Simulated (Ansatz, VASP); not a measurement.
**One calculation of Nb2Br, two programs**

```
CELL_PARAMETERS angstrom
1.65267 0.95417 6.42105
-1.65267 0.95417 6.42105
0.00000 -1.90834 6.42105
ATOMIC_POSITIONS crystal
Nb 0.78418 0.78418 0.78418
Nb 0.21582 0.21582 0.21582
Br 0.00000 0.00000 0.00000
```

Alike in both runs: functional PBE; k mesh 6 × 6 × 6; occupations gaussian, width 0.1 eV; no spin polarisation.

Ansatz relaxed the structure, and its values are those at the end. VASP's run is a single point on that final structure, the one shown.

|  | VASP | Ansatz |
| --- | --- | --- |
| version | VASP 6.6.1 | Ansatz 0.2.0 |
| potentials or method | VASP PAW PBE potentials, release 64 (Nb_sv, Br), cutoff 520 eV | scalar-relativistic, plane waves, PAW |
| valence electrons in the cell | 33 | 33 |

|  | VASP | Ansatz | Ansatz less VASP |
| --- | --- | --- | --- |
| gap on the k mesh at the Fermi level (eV) | none | none | - |
| pressure (GPa) | -0.1 | 0.1 | +0.21 |

A gap of «none» marks a metal or a gap that the smearing closes.

The k mesh is coarse, so the values compare programs but aren't converged.
